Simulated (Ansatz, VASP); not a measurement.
C in VASP and in Ansatz

```
CELL_PARAMETERS angstrom
2.46572 0.00000 0.00000
-1.23286 2.13538 0.00000
0.00000 0.00000 17.50000
ATOMIC_POSITIONS crystal
C 0.33333 0.66667 0.25714
C 0.66667 0.33333 0.25714
C 0.66667 0.33333 0.43200
C 0.33333 0.66667 0.43200
```

Alike in both runs: task single point; functional PBE; dispersion D3(BJ); k mesh 15 × 15 × 1; occupations gaussian, width 0.1 eV; no spin polarisation.

|  | VASP | Ansatz |
| --- | --- | --- |
| version | VASP 6.6.1 | Ansatz 0.2.0 |
| potentials or method | VASP PAW PBE potentials, release 64 (C), cutoff 520 eV | scalar-relativistic, plane waves, PAW |
| valence electrons in the cell | 16 | 16 |

|  | VASP | Ansatz | Ansatz less VASP |
| --- | --- | --- | --- |
| gap on the k mesh at the Fermi level (eV) | 0.98 | 0.98 | 0.000 |
| least direct gap on the mesh (eV) | 0.98 | 0.98 | 0.000 |
| rms of the force components (eV/Å) | 0.125 | 0.125 | -0.0001 |

Atom by atom the forces differ by 0.000 eV/Å (rms over components).
